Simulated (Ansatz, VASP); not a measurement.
**Two plane-wave programs on Mo2Os**

```xyz
3
Lattice="4.3917 0.0000 0.0000 -2.1959 3.8033 0.0000 0.0000 0.0000 2.7696" Properties=species:S:1:pos:R:3 pbc="T T T"
Mo    0.0000    2.5356    1.3848
Mo    2.1959    1.2678    1.3848
Os    0.0000    0.0000    0.0000
```

Alike in both runs: functional PBE; k mesh 6 × 6 × 4; occupations gaussian, width 0.1 eV; no spin polarisation.

Ansatz relaxed the structure, and its values are those at the end. VASP's run is a single point on that final structure, the one shown.

|  | VASP | Ansatz |
| --- | --- | --- |
| version | VASP 6.6.1 | Ansatz 0.2.0 |
| potentials or method | VASP PAW PBE potentials, release 64 (Mo_sv, Os), cutoff 520 eV | scalar-relativistic, plane waves, PAW |
| valence electrons in the cell | 36 | 44 |

|  | VASP | Ansatz | Ansatz less VASP |
| --- | --- | --- | --- |
| gap on the k mesh at the Fermi level (eV) | none | none | - |
| pressure (GPa) | 0.3 | -0.1 | -0.34 |

A gap of «none» marks a metal or a gap that the smearing closes. VASP's potentials hold 36 valence electrons a cell and Ansatz's 44, so a difference there can come from the potentials and not from the codes.

The k mesh is coarse, so the values compare programs but aren't converged. Neither program's run includes spin-orbit coupling.
